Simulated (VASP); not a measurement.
# Y (Fd-3m) in VASP: single point with PBE

Aim: the single point of Y with PBE.

Everything below comes from runs of VASP 6.6.1. Logs are shortened: lines on timing, memory, paths and dates and some standing lists are left out, and cuts for length are marked.

## Step 1: The cell of the first run

It takes space group Fd-3m (No. 227, cubic). Conventional cell: a = 7.196 Å, b = 7.196 Å, c = 7.196 Å, α = 90.00°, β = 90.00°, γ = 90.00°. Within 4.1 Å of Y (site symmetry -43m) lie 4 Y at 3.12 Å.

## Step 2: Single point, PBE

Input file INCAR:

```
ALGO     = Normal         # electronic algorithm
EDIFF    = 1E-6           # SCF threshold, eV
ENCUT    = 520            # plane-wave cutoff, eV
GGA      = PE             # functional
ISIF     = 2              # what is computed and relaxed
ISMEAR   = -1             # smearing method
LASPH    = True           # aspherical terms in the spheres
LCHARG   = False          # write CHGCAR
LREAL    = False          # projectors in reciprocal space
LWAVE    = False          # write WAVECAR
NBANDS   = 18             # bands
NELM     = 60             # most SCF steps
PREC     = Accurate       # precision mode
SIGMA    = 0.13605693000000002 # smearing width, eV
```

Input file KPOINTS:

```
k-points
0
Gamma
  8 8 8
```

Input file POSCAR:

```
Y
1.0
    0.0000000000      3.5981729412      3.5981729412
    3.5981729412      0.0000000000      3.5981729412
    3.5981729412      3.5981729412      0.0000000000
Y
2
Direct
    0.0000000000      0.0000000000      0.0000000000
    0.2500000000      0.2500000000      0.2500000000
```

Potentials or basis: VASP PAW PBE potentials, release 64 (Y_sv).

Launch:

```bash
> cat potpaw_PBE.64/Y_sv/POTCAR > POTCAR
> mpirun -np 1 vasp_std > vasp.out
```

OUTCAR:

```text
EDIFF = 1E-6
   ENCUT = 520
   GGA = PE
   ISIF = 2
   ISMEAR = -1
   LASPH = True
   LREAL = False
   NELM = 60
   PREC = Accurate

 ion  position               nearest neighbor table
   1  0.000  0.000  0.000-   2 3.12   2 3.12   2 3.12   2 3.12
   2  0.250  0.250  0.250-   1 3.12   1 3.12   1 3.12   1 3.12

  LATTYP: Found a face centered cubic cell.
 ALAT       =     7.1963458824

  Lattice vectors:

 A1 = (   0.0000000000,   3.5981729412,   3.5981729412)
 A2 = (   3.5981729412,   0.0000000000,   3.5981729412)
 A3 = (   3.5981729412,   3.5981729412,   0.0000000000)

Analysis of symmetry for initial positions (statically):
=====================================================================
 Subroutine PRICEL returns:
 Original cell was already a primitive cell.

 Routine SETGRP: Setting up the symmetry group for a
 face centered cubic supercell.

 Subroutine GETGRP returns: Found 48 space group operations
 (whereof 24 operations were pure point group operations)
 out of a pool of 48 trial point group operations.

The static configuration has the point symmetry T_d .
 The point group associated with its full space group is O_h .

Analysis of symmetry for dynamics (positions and initial velocities):
=====================================================================
 Subroutine PRICEL returns:
 Original cell was already a primitive cell.

 Routine SETGRP: Setting up the symmetry group for a
 face centered cubic supercell.

 Subroutine GETGRP returns: Found 48 space group operations
 (whereof 24 operations were pure point group operations)
 out of a pool of 48 trial point group operations.

The dynamic configuration has the point symmetry T_d .
 The point group associated with its full space group is O_h .

 Subroutine INISYM returns: Found 48 space group operations
 (whereof 24 operations are pure point group operations),
 and found     1 'primitive' translations

----------------------------------------------------------------------------------------

                                     Primitive cell

  volume of cell :      93.1700

  direct lattice vectors                    reciprocal lattice vectors
     0.000000000  3.598172941  3.598172941    -0.138959413  0.138959413  0.138959413
     3.598172941  0.000000000  3.598172941     0.138959413 -0.138959413  0.138959413
[... 76 lines left out ...]
   PREC   = accura    normal or accurate (medium, high low for compatibility)
   ISTART =      0    job   : 0-new  1-cont  2-samecut
   ICHARG =      2    charge: 1-file 2-atom 10-const
   ISPIN  =      1    spin polarized calculation?
   LNONCOLLINEAR =      F non collinear calculations
   LSORBIT =      F    spin-orbit coupling
   LASPH  =      T    aspherical Exc in radial PAW
   ENCUT  =  520.0 eV  38.22 Ry    6.18 a.u.   9.46  9.46  9.46*2*pi/ulx,y,z
   NELM   =     60;   NELMIN=  2; NELMDL= -5     # of ELM steps
   EDIFF  = 0.1E-05   stopping-criterion for ELM
   LREAL  =      F    real-space projection
   EDIFFG = 0.1E-04   stopping-criterion for IOM
   NSW    =      0    number of steps for IOM
   IBRION =     -1    ionic relax: 0-MD 1-quasi-New 2-CG
   NFREE  =      0    steps in history (QN), initial steepest desc. (CG)
   ISIF   =      2    stress and relaxation
   ISYM   =      2    0-nonsym 1-usesym 2-fastsym
   POTIM  = 0.5000    time-step for ionic-motion
   TEBEG  =    0.0;   TEEND  =   0.0 temperature during run
   PSTRESS=    0.0 pullay stress
   NELECT =      22.0000    total number of electrons
   NUPDOWN=      -1.0000    fix difference up-down
   EMIN   =  10.00;   EMAX   =-10.00  energy-range for DOS
   EFERMI =   0.00;   METHOD = LEGACY
   ISMEAR =    -1;   SIGMA  =   0.14  broadening in eV -4-tet -1-fermi 0-gaus
   EFERMI_NEDOS =   21; number of points for ismear=-14 and -15
   IALGO  =     38    algorithm
   IMIX   =      4    mixing-type and parameters
     AMIX     =   0.40;   BMIX     =  1.00
     AMIX_MAG =   1.60;   BMIX_MAG =  1.00
  volume/ion in A,a.u.               =      46.58       314.37
  Fermi-wavevector in a.u.,A,eV,Ry     =   1.011868  1.912153 13.930679  1.023876
  Thomas-Fermi vector in A             =   2.144943
   LORBIT       =      0    0 simple, 1 ext, 2 COOP (PROOUT), +10 PAW based schemes
   GGA     = PE    functional components
   LHFCALC =     F    Hartree Fock is set to
   AEXX    =    0.0000 exact exchange contribution
   IVDW    =     0    specifies the selected vdW correction
   LEPSILON=     F    determine dielectric tensor
   LRPA    =     F    only Hartree local field effects (RPA)
 non-spin polarized calculation
  energy-cutoff  :      520.00
  volume of cell :       93.17
 maximum number of plane-waves:      2565
 NGX is ok and might be reduce to    40
   NGX = 19   NGY = 19   NGZ = 19

 number of electron      22.0000000 magnetization

 Free energy of the ion-electron system (eV)
  ---------------------------------------------------
  ext. energy  EPLUGINS =         0.00000000
  ---------------------------------------------------
  free energy    TOTEN  =        -9.04777742 eV

  energy without entropy =       -8.73911318  energy(sigma->0) =       -8.89344530

 E-fermi :   1.1163     XC(G=0):  -7.9550

 val. band max:        1.0855780514   @ k =  -0.1250   0.1250   0.0000
 cond. band min:       1.1284867995   @ k =   0.3750   0.2500   0.0000
 fundamental gap:      0.0429087481
 Fermi energy:         1.1163210587

 k-point     1 :       0.0000    0.0000    0.0000
  band No.  band energies     occupation
      1     -42.2354      2.00000
      2     -42.0176      2.00000
      3     -22.3944      2.00000
      4     -22.3944      2.00000
      5     -22.3944      2.00000
      6     -21.8906      2.00000
[... 481 lines left out ...]
      5     -22.2878      2.00000
      6     -22.0048      2.00000
[... 10 lines left out ...]
     17       3.5596      0.00000
     18       4.7435      0.00000

 [... further k-points ...]
[... 5 lines left out ...]
  --------------------------------------------------------------------------------------
  -------------------------------------------------------------------------------------
  Total        0.0043107      0.0043107      0.0043107      0.0000000      0.0000000      0.0000000
  in kB        0.0741288      0.0741288      0.0741288      0.0000000      0.0000000      0.0000000
  external PRESSURE =       0.0741288 kB  Pullay stress =       0.0000000 kB

 VOLUME and BASIS-vectors are now :
 -----------------------------------------------------------------------------
  energy-cutoff  :      520.00
  volume of cell :       93.17
      direct lattice vectors                 reciprocal lattice vectors
     0.000000000  3.598172941  3.598172941    -0.138959413  0.138959413  0.138959413
     3.598172941  0.000000000  3.598172941     0.138959413 -0.138959413  0.138959413
     3.598172941  3.598172941  0.000000000     0.138959413  0.138959413 -0.138959413

 POSITION                                       TOTAL-FORCE (eV/Angst)
 -----------------------------------------------------------------------------------
      0.00000      0.00000      0.00000         0.000000      0.000000      0.000000
      1.79909      1.79909      1.79909        -0.000000     -0.000000     -0.000000
 -----------------------------------------------------------------------------------
    total drift:                               -0.000000     -0.000000      0.000000

  FREE ENERGIE OF THE ION-ELECTRON SYSTEM (eV)
  ---------------------------------------------------
  free  energy   TOTEN  =        -9.0477774208 eV

  energy  without entropy=       -8.7391131787  energy(sigma->0) =       -8.89344530
```

Wall time 56 s (1 thread of Intel Xeon Platinum 8488C (Sapphire Rapids), shared host); peak memory 0.26 GiB.

Results:

```yaml
Free_energy: -9.0478 eV
Pressure: 0.0 GPa
Band_gap_on_the_k_mesh: zero (band 11 reaches 1.63 eV, above the bottom of band 12 at 0.77 eV)
```

Levels at points of the mesh, in eV from the Fermi level:
```csv
k point,band 8,band 9,band 10,band 11,band 12,band 13,band 14,band 15
"(0.00, 0.00, 0.00)",-23.01,-3.58,0.04,0.04,0.42,0.42,0.42,1.89
"(0.50, 0.00, 0.00)",-22.95,-1.79,-0.59,0.03,0.03,0.44,0.49,0.49
"(0.50, 0.50, 0.00)",-22.89,-0.85,-0.85,-0.32,-0.32,0.59,0.59,1.95
```
